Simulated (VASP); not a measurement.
A run of VASP 6.6.1 is set up as follows.

File INCAR:

```
SYSTEM = Cu
  PREC = Accurate
  ENCUT = 520
  EDIFF = 1E-7
  ISMEAR = -1
  SIGMA = 0.05
  LREAL = .FALSE.
  LASPH = .TRUE.
  NELM = 60
  ALGO = Normal
  ISIF = 2
  LWAVE = .FALSE.
  LCHARG = .TRUE.
  GGA = PE
  LELF = .TRUE.
  LVHAR = .TRUE.
  NBANDS = 12
```

Contents of KPOINTS:

```
Automatic mesh
0
G
  17 17 17
  0 0 0
```

The input POSCAR:

```
Cu
1.0
    0.0000000000      1.7887153358      1.7887153358
    1.7887153358      0.0000000000      1.7887153358
    1.7887153358      1.7887153358      0.0000000000
Cu
1
Direct
    0.0000000000      0.0000000000      0.0000000000
```

Potentials or basis: VASP PAW PBE potentials, release 64 (Cu).

Run with:

```sh
$ cat potpaw_PBE.64/Cu/POTCAR > POTCAR
$ mpirun -np 1 vasp_std > vasp.out
```

Question: Estimate the pressure.

Answer: 7.2 GPa.
